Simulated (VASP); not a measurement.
# C in VASP: a series of runs

The runs below take C through single point, with LDA.

Everything below comes from runs of VASP 6.6.1. Logs are shortened: lines on timing, memory, paths and dates and some standing lists are left out, and cuts for length are marked.

## (1) The cell of the first run

The cell holds a slab with vacuum, 2 atoms: a = 2.616 Å, b = 2.616 Å, c = 8.098 Å, α = 90.00°, β = 90.00°, γ = 120.00°.

## (2) Single point, LDA

File INCAR:

```
PREC = Accurate
ENCUT = 520
EDIFF = 1E-6
ISMEAR = 0
SIGMA = 0.15
LREAL = False
LASPH = True
NELM = 100
ALGO = Normal
ISIF = 2
LWAVE = False
LCHARG = False
NBANDS = 11
```

File KPOINTS:

```
Automatic mesh
0
Gamma
  21 21 6
```

File POSCAR:

```
C
1.0
    2.6158000000      0.0000000000      0.0000000000
   -1.3079000000      2.2653492512      0.0000000000
    0.0000000000      0.0000000000      8.0977000000
C
2
Direct
    0.3333333333      0.6666666667      0.0000000000
    0.6666666667      0.3333333333      0.0000000000
```

Potentials or basis: VASP PAW LDA potentials, release 64 (C).

Run with:

```bash
cat potpaw_LDA.64/C/POTCAR > POTCAR
mpirun -np 1 vasp_std > vasp.out
```

OUTCAR:

```text
PREC = Accurate
   ENCUT = 520
   EDIFF = 1E-6
   ISMEAR = 0
   LREAL = False
   LASPH = True
   NELM = 100
   ISIF = 2

 ion  position               nearest neighbor table
   1  0.333  0.667  0.000-   2 1.51   2 1.51   2 1.51
   2  0.667  0.333  0.000-   1 1.51   1 1.51   1 1.51

  LATTYP: Found a hexagonal cell.
 ALAT       =     2.6158000000
 C/A-ratio  =     3.0956877437

  Lattice vectors:

 A1 = (   2.6158000000,   0.0000000000,   0.0000000000)
 A2 = (  -1.3079000000,   2.2653492512,   0.0000000000)
 A3 = (   0.0000000000,   0.0000000000,   8.0977000000)

Analysis of symmetry for initial positions (statically):
=====================================================================
 Subroutine PRICEL returns:
 Original cell was already a primitive cell.

 Routine SETGRP: Setting up the symmetry group for a
 hexagonal supercell.

 Subroutine GETGRP returns: Found 24 space group operations
 (whereof 24 operations were pure point group operations)
 out of a pool of 24 trial point group operations.

The static configuration has the point symmetry D_6h.

Analysis of symmetry for dynamics (positions and initial velocities):
=====================================================================
 Subroutine PRICEL returns:
 Original cell was already a primitive cell.

 Routine SETGRP: Setting up the symmetry group for a
 hexagonal supercell.

 Subroutine GETGRP returns: Found 24 space group operations
 (whereof 24 operations were pure point group operations)
 out of a pool of 24 trial point group operations.

The dynamic configuration has the point symmetry D_6h.

 Subroutine INISYM returns: Found 24 space group operations
 (whereof 24 operations are pure point group operations),
 and found     1 'primitive' translations

----------------------------------------------------------------------------------------

                                     Primitive cell

  volume of cell :      47.9845

  direct lattice vectors                    reciprocal lattice vectors
     2.615800000  0.000000000  0.000000000     0.382292224  0.220716519  0.000000000
    -1.307900000  2.265349251  0.000000000     0.000000000  0.441433037  0.000000000
     0.000000000  0.000000000  8.097700000     0.000000000  0.000000000  0.123491856

  length of vectors
     2.615800000  2.615800000  8.097700000     0.441433037  0.441433037  0.123491856

  position of ions in fractional coordinates (direct lattice)
[... 81 lines left out ...]
   EDIFFG = 0.1E-04   stopping-criterion for IOM
   NSW    =      0    number of steps for IOM
   IBRION =     -1    ionic relax: 0-MD 1-quasi-New 2-CG
   NFREE  =      0    steps in history (QN), initial steepest desc. (CG)
   ISIF   =      2    stress and relaxation
   ISYM   =      2    0-nonsym 1-usesym 2-fastsym
   POTIM  = 0.5000    time-step for ionic-motion
   TEBEG  =    0.0;   TEEND  =   0.0 temperature during run
   PSTRESS=    0.0 pullay stress
   NELECT =       8.0000    total number of electrons
   NUPDOWN=      -1.0000    fix difference up-down
   EMIN   =  10.00;   EMAX   =-10.00  energy-range for DOS
   EFERMI =   0.00;   METHOD = LEGACY
   ISMEAR =     0;   SIGMA  =   0.15  broadening in eV -4-tet -1-fermi 0-gaus
   EFERMI_NEDOS =   21; number of points for ismear=-14 and -15
   IALGO  =     38    algorithm
   IMIX   =      4    mixing-type and parameters
     AMIX     =   0.40;   BMIX     =  1.00
     AMIX_MAG =   1.60;   BMIX_MAG =  1.00
  volume/ion in A,a.u.               =      23.99       161.91
  Fermi-wavevector in a.u.,A,eV,Ry     =   0.901027  1.702694 11.045880  0.811849
  Thomas-Fermi vector in A             =   2.024057
   LORBIT       =      0    0 simple, 1 ext, 2 COOP (PROOUT), +10 PAW based schemes
   GGA     = CA    functional components
   LHFCALC =     F    Hartree Fock is set to
   AEXX    =    0.0000 exact exchange contribution
   IVDW    =     0    specifies the selected vdW correction
   LEPSILON=     F    determine dielectric tensor
   LRPA    =     F    only Hartree local field effects (RPA)
 non-spin polarized calculation
 Gauss-broadening in eV      SIGMA  =   0.15
  energy-cutoff  :      520.00
  volume of cell :       47.98
 maximum number of plane-waves:      1329
 NGX is ok and might be reduce to    20
   NGX =  9   NGY =  9   NGZ = 31

 number of electron       7.9999999 magnetization

 Free energy of the ion-electron system (eV)
  ---------------------------------------------------
  ext. energy  EPLUGINS =         0.00000000
  ---------------------------------------------------
  free energy    TOTEN  =       -19.61702232 eV

  energy without entropy =      -19.61625471  energy(sigma->0) =      -19.61663852

 E-fermi :  -1.4471     XC(G=0):  -5.2200

 val. band max:       -1.4471604845   @ k =   0.3333   0.3333   0.3333
 cond. band min:      -1.4470445994   @ k =   0.3333   0.3333   0.1667
 fundamental gap:      0.0001158851
 Fermi energy:        -1.4471040416

 k-point     1 :       0.0000    0.0000    0.0000
  band No.  band energies     occupation
      1     -19.3831      2.00000
      2      -7.9650      2.00000
      3      -4.5066      2.00000
      4      -4.5066      2.00000
      5       2.1614      0.00000
      6       4.8052      0.00000
      7       5.7103      0.00000
      8       5.7103      0.00000
      9       6.6610      0.00000
     10       7.5953      0.00000
     11       7.9056      0.00000
[... 309 lines left out ...]
 k-point    24 :       0.1905    0.0952    0.0000
  band No.  band energies     occupation
      1     -18.0551      2.00000
      2      -8.2829      2.00000
      3      -6.5949      2.00000
      4      -6.4472      2.00000
      5       3.9672      0.00000
      6       4.6476      0.00000
      7       5.9546      0.00000
      8       6.4931      0.00000
      9       8.3285      0.00000
     10       8.4588      0.00000
     11      11.6338      0.00000

 [... further k-points ...]
[... 5 lines left out ...]
  --------------------------------------------------------------------------------------
  -------------------------------------------------------------------------------------
  Total       -7.9752664     -7.9752664     -0.0112675      0.0000000      0.0000000      0.0000000
  in kB     -266.2897168   -266.2897168     -0.3762166      0.0000000      0.0000000      0.0000000
  external PRESSURE =    -177.6518834 kB  Pullay stress =       0.0000000 kB

 VOLUME and BASIS-vectors are now :
 -----------------------------------------------------------------------------
  energy-cutoff  :      520.00
  volume of cell :       47.98
      direct lattice vectors                 reciprocal lattice vectors
     2.615800000  0.000000000  0.000000000     0.382292224  0.220716519  0.000000000
    -1.307900000  2.265349251  0.000000000     0.000000000  0.441433037  0.000000000
     0.000000000  0.000000000  8.097700000     0.000000000  0.000000000  0.123491856

 POSITION                                       TOTAL-FORCE (eV/Angst)
 -----------------------------------------------------------------------------------
     -0.00000      1.51023      0.00000        -0.000000     -0.000000     -0.000000
      1.30790      0.75512      0.00000         0.000000      0.000000      0.000000
 -----------------------------------------------------------------------------------
    total drift:                                0.000000     -0.000000     -0.000000

  FREE ENERGIE OF THE ION-ELECTRON SYSTEM (eV)
  ---------------------------------------------------
  free  energy   TOTEN  =       -19.6170223177 eV

  energy  without entropy=      -19.6162547130  energy(sigma->0) =      -19.61663852
```

stdout:

```text
POSCAR found type information on POSCAR C
 POSCAR found :  1 types and       2 ions
 scaLAPACK will be used
 LDA part: xc-table for (Slater(with rela. corr.)+CA(PZ))
 , standard interpolation
 POSCAR, INCAR and KPOINTS ok, starting setup
 FFT: planning ... GRIDC
 FFT: planning ... GRID_SOFT
 FFT: planning ... GRID
 WAVECAR not read
 entering main loop
```

Wall time 68 s (1 thread of Intel Xeon Platinum 8259CL at 2.50GHz (Skylake/Cascade Lake), shared host); peak memory 0.19 GiB.

What came out:

| Item | Value |
| --- | --- |
| Free energy | -19.6170 eV |
| Band gap on the k mesh | zero (filled and empty bands touch) |

## (3) Single point, LDA

This run uses another cell than the first one, of 18.12 Å³/atom, 0.755 times its volume.

File INCAR:

```
SYSTEM = C
PREC     = Accurate       ! precision mode
ENCUT    = 520            ! plane-wave cutoff, eV
EDIFF    = 1E-7           ! SCF threshold, eV
ISMEAR   = 0              ! smearing method
SIGMA    = 0.15           ! smearing width, eV
LREAL    = .FALSE.        ! projectors in reciprocal space
LASPH    = .TRUE.         ! aspherical terms in the spheres
NELM     = 80             ! most SCF steps
ALGO     = Normal         ! electronic algorithm
ISIF     = 2              ! what is computed and relaxed
LWAVE    = .FALSE.        ! write WAVECAR
LCHARG   = .FALSE.        ! write CHGCAR
GGA      = CA             ! functional
NBANDS   = 11             ! bands
```

File KPOINTS:

```
regular mesh
0
G
  21 21 6
  0 0 0
```

File POSCAR:

```
C
1.0
    2.2735000000      0.0000000000      0.0000000000
   -1.1367500000      1.9689087555      0.0000000000
    0.0000000000      0.0000000000      8.0977000000
C
2
Direct
    0.3333333333      0.6666666667      0.0000000000
    0.6666666667      0.3333333333      0.0000000000
```

Potentials or basis: VASP PAW LDA potentials, release 64 (C).

Run with:

```bash
cat potpaw_LDA.64/C/POTCAR > POTCAR
mpirun -np 1 vasp_std > vasp.out
```

It took 2 min on 1 thread of Intel Xeon 8259CL, shared host; peak memory 0.17 GiB.

Results (log left out):

| Quantity | Value |
| --- | --- |
| Free energy | -19.3273 eV |
| Band gap on the k mesh | zero (filled and empty bands touch) |

Levels at points of the mesh, in eV from the Fermi level:
| k point | band 1 | band 2 | band 3 | band 4 | band 5 | band 6 | band 7 | band 8 |
| --- | --- | --- | --- | --- | --- | --- | --- | --- |
| (0.00, 0.00, 0.00) | -21.31 | -9.43 | -2.86 | -2.86 | 2.31 | 4.95 | 6.73 | 10.01 |
| (0.00, 0.00, 0.50) | -21.31 | -9.43 | -2.86 | -2.86 | 3.03 | 3.31 | 8.97 | 10.01 |

## (4) Single point, LDA

This run uses another cell than the first one, of 18.26 Å³/atom, 0.761 times its volume.

INCAR is that of step 3.

KPOINTS is that of step 3.

File POSCAR:

```
C
1.0
    2.3713000000      0.0000000000      0.0000000000
   -1.1856500000      2.0536060400      0.0000000000
    0.0000000000      0.0000000000      7.5011000000
C
2
Direct
    0.3333333333      0.6666666667      0.0000000000
    0.6666666667      0.3333333333      0.0000000000
```

Potentials or basis: VASP PAW LDA potentials, release 64 (C).

Run with:

```bash
cat potpaw_LDA.64/C/POTCAR > POTCAR
mpirun -np 1 vasp_std > vasp.out
```

OUTCAR:

```text
SYSTEM = C
   PREC = Accurate
   ENCUT = 520
   EDIFF = 1E-7
   ISMEAR = 0
   LREAL = .FALSE.
   LASPH = .TRUE.
   NELM = 80
   ISIF = 2
   GGA = CA

 ion  position               nearest neighbor table
   1  0.333  0.667  0.000-   2 1.37   2 1.37   2 1.37
   2  0.667  0.333  0.000-   1 1.37   1 1.37   1 1.37

  LATTYP: Found a hexagonal cell.
 ALAT       =     2.3713000000
 C/A-ratio  =     3.1632859613

  Lattice vectors:

[... 513 lines left out ...]
      4      -5.6567      2.00000
      5       4.9232      0.00000
      6       7.9053      0.00000
      7       8.2623      0.00000
      8       9.7770      0.00000
      9      10.4377      0.00000
     10      13.5782      0.00000
     11      17.6770      0.00000

 [... further k-points ...]
[... 5 lines left out ...]
  --------------------------------------------------------------------------------------
  -------------------------------------------------------------------------------------
  Total        4.7239774      4.7239774     -0.0168433      0.0000000     -0.0000000      0.0000000
  in kB      207.2000236    207.2000236     -0.7387692      0.0000000     -0.0000000      0.0000000
  external PRESSURE =     137.8870927 kB  Pullay stress =       0.0000000 kB

 VOLUME and BASIS-vectors are now :
 -----------------------------------------------------------------------------
  energy-cutoff  :      520.00
  volume of cell :       36.53
      direct lattice vectors                 reciprocal lattice vectors
     2.371300000  0.000000000  0.000000000     0.421709611  0.243474157  0.000000000
    -1.185650000  2.053606040  0.000000000     0.000000000  0.486948315  0.000000000
     0.000000000  0.000000000  7.501100000     0.000000000  0.000000000  0.133313781

 POSITION                                       TOTAL-FORCE (eV/Angst)
 -----------------------------------------------------------------------------------
     -0.00000      1.36907      0.00000        -0.000000      0.000000     -0.000000
      1.18565      0.68454      0.00000         0.000000     -0.000000      0.000000
 -----------------------------------------------------------------------------------
    total drift:                                0.000000     -0.000000     -0.000000

  FREE ENERGIE OF THE ION-ELECTRON SYSTEM (eV)
  ---------------------------------------------------
  free  energy   TOTEN  =       -20.0290128827 eV

  energy  without entropy=      -20.0282452786  energy(sigma->0) =      -20.02862908
```

It took 1.9 min on 1 thread of Intel Xeon 8259CL, shared host; peak memory 0.17 GiB.

Results:

* Free energy: -20.0290 eV
* Pressure: 13.8 GPa
* Band gap on the k mesh: zero (filled and empty bands touch)

Levels at points of the mesh, in eV from the Fermi level:
```
           k point  band 1  band 2  band 3  band 4  band 5  band 6  band 7  band 8  band 9
(0.00, 0.00, 0.00)  -20.25   -8.46   -2.98   -2.98    2.66    5.86    7.98    9.06    9.06
(0.00, 0.00, 0.50)  -20.25   -8.46   -2.98   -2.98    3.71    3.71    9.06    9.06   10.62
```

## (5) Single point, LDA

This run uses another cell than the first one, of 18.95 Å³/atom, 0.790 times its volume.

File INCAR:

```
SYSTEM = C
  ALGO = Normal
  EDIFF = 1E-7
  ENCUT = 520
  GGA = CA
  ISIF = 2
  ISMEAR = 0
  LASPH = .True.
  LCHARG = .False.
  LREAL = .False.
  LWAVE = .False.
  NBANDS = 11
  NELM = 60
  PREC = Accurate
  SIGMA = 0.15
```

File KPOINTS:

```
k-points
0
Gamma
  21 21 6
  0 0 0
```

File POSCAR:

```
C
1.0
    2.4153000000      0.0000000000      0.0000000000
   -1.2076500000      2.0917111578      0.0000000000
    0.0000000000      0.0000000000      7.5011000000
C
2
Direct
    0.3333333333      0.6666666667      0.0000000000
    0.6666666667      0.3333333333      0.0000000000
```

Potentials or basis: VASP PAW LDA potentials, release 64 (C).

Run with:

```bash
cat potpaw_LDA.64/C/POTCAR > POTCAR
mpirun -np 1 vasp_std > vasp.out
```

OUTCAR:

```text
SYSTEM = C
   EDIFF = 1E-7
   ENCUT = 520
   GGA = CA
   ISIF = 2
   ISMEAR = 0
   LASPH = .True.
   LREAL = .False.
   NELM = 60
   PREC = Accurate

 ion  position               nearest neighbor table
   1  0.333  0.667  0.000-   2 1.39   2 1.39   2 1.39
   2  0.667  0.333  0.000-   1 1.39   1 1.39   1 1.39

  LATTYP: Found a hexagonal cell.
 ALAT       =     2.4153000000
 C/A-ratio  =     3.1056597524

  Lattice vectors:

[... 513 lines left out ...]
      4      -5.8048      2.00000
      5       4.7733      0.00000
      6       7.4398      0.00000
      7       7.9226      0.00000
      8       9.1933      0.00000
      9      10.1389      0.00000
     10      12.5964      0.00000
     11      16.8981      0.00000

 [... further k-points ...]
[... 5 lines left out ...]
  --------------------------------------------------------------------------------------
  -------------------------------------------------------------------------------------
  Total        1.8848690      1.8848690     -0.0153052      0.0000000      0.0000000      0.0000000
  in kB       79.6881977     79.6881977     -0.6470711      0.0000000      0.0000000      0.0000000
  external PRESSURE =      52.9097748 kB  Pullay stress =       0.0000000 kB

 VOLUME and BASIS-vectors are now :
 -----------------------------------------------------------------------------
  energy-cutoff  :      520.00
  volume of cell :       37.90
      direct lattice vectors                 reciprocal lattice vectors
     2.415300000  0.000000000  0.000000000     0.414027243  0.239038740  0.000000000
    -1.207650000  2.091711158  0.000000000     0.000000000  0.478077480  0.000000000
     0.000000000  0.000000000  7.501100000     0.000000000  0.000000000  0.133313781

 POSITION                                       TOTAL-FORCE (eV/Angst)
 -----------------------------------------------------------------------------------
     -0.00000      1.39447      0.00000         0.000000      0.000000      0.000000
      1.20765      0.69724      0.00000         0.000000     -0.000000     -0.000000
 -----------------------------------------------------------------------------------
    total drift:                                0.000000     -0.000000     -0.000000

  FREE ENERGIE OF THE ION-ELECTRON SYSTEM (eV)
  ---------------------------------------------------
  free  energy   TOTEN  =       -20.1505462275 eV

  energy  without entropy=      -20.1497786236  energy(sigma->0) =      -20.15016243
```

Run time: 1.8 min. Hardware: 1 thread of Intel Xeon 8259CL, shared host; peak memory 0.18 GiB.

Results:

- Free energy: -20.1505 eV
- Pressure: 5.3 GPa
- Band gap on the k mesh: zero (filled and empty bands touch)

Levels at points of the mesh, in eV from the Fermi level:
```csv
k point,band 1,band 2,band 3,band 4,band 5,band 6,band 7,band 8
"(0.00, 0.00, 0.00)",-19.80,-8.07,-3.01,-3.01,2.84,6.04,8.18,8.67
"(0.00, 0.00, 0.50)",-19.80,-8.07,-3.01,-3.01,3.88,3.90,8.67,8.67
```

## (6) Single point, LDA

This run uses another cell than the first one, of 19.18 Å³/atom, 0.799 times its volume.

File INCAR:

```
SYSTEM = C
ALGO = Normal
EDIFF = 1E-7
ENCUT = 520
ISIF = 2
ISMEAR = 0
LASPH = .True.
LCHARG = .False.
LREAL = .False.
LWAVE = .False.
NBANDS = 11
NELM = 100
PREC = Accurate
SIGMA = 0.15
```

KPOINTS is that of step 5.

File POSCAR:

```
C
1.0
    2.4300000000      0.0000000000      0.0000000000
   -1.2150000000      2.1044417312      0.0000000000
    0.0000000000      0.0000000000      7.5011000000
C
2
Direct
    0.3333333333      0.6666666667      0.0000000000
    0.6666666667      0.3333333333      0.0000000000
```

Potentials or basis: VASP PAW LDA potentials, release 64 (C).

Run with:

```bash
cat potpaw_LDA.64/C/POTCAR > POTCAR
mpirun -np 1 vasp_std > vasp.out
```

It took 1.8 min on 1 thread of Intel Xeon 8259CL, shared host; peak memory 0.18 GiB.

It converged, with:

```yaml
Free_energy: -20.1683 eV
Pressure: 2.8 GPa
Band_gap_on_the_k_mesh: zero (filled and empty bands touch)
```

Stress tensor (GPa, compression positive):
```
 4.16  0.00  0.00
 0.00  4.16  0.00
 0.00  0.00 -0.06
```

Levels at points of the mesh, in eV from the Fermi level:
```
           k point  band 1  band 2  band 3  band 4  band 5  band 6  band 7  band 8
(0.00, 0.00, 0.00)  -19.65   -7.94   -3.02   -3.02    2.89    6.10    8.24    8.55
(0.00, 0.00, 0.50)  -19.65   -7.94   -3.02   -3.02    3.94    3.96    8.55    8.55
```

## (7) The runs side by side

| cell | gap on the mesh (eV) | pressure (GPa) |
| --- | --- | --- |
| a = 2.616, b = 2.616, c = 8.098 Å, angles 90.0, 90.0, 120.0°, 2 atoms | none | - |
| a = 2.273, b = 2.273, c = 8.098 Å, angles 90.0, 90.0, 120.0°, 2 atoms | none | - |
| a = 2.371, b = 2.371, c = 7.501 Å, angles 90.0, 90.0, 120.0°, 2 atoms | none | 13.8 |
| a = 2.415, b = 2.415, c = 7.501 Å, angles 90.0, 90.0, 120.0°, 2 atoms | none | 5.3 |
| a = 2.430, b = 2.430, c = 7.501 Å, angles 90.0, 90.0, 120.0°, 2 atoms | none | 2.8 |

Alike in all rows: task single point; level LDA; potentials or basis VASP PAW LDA potentials, release 64 (C); no spin polarisation; k mesh 21 × 21 × 6; cutoff (eV) 520; smearing gaussian 0.15 eV.

Absolute energies hang on the potentials; compare differences alone.
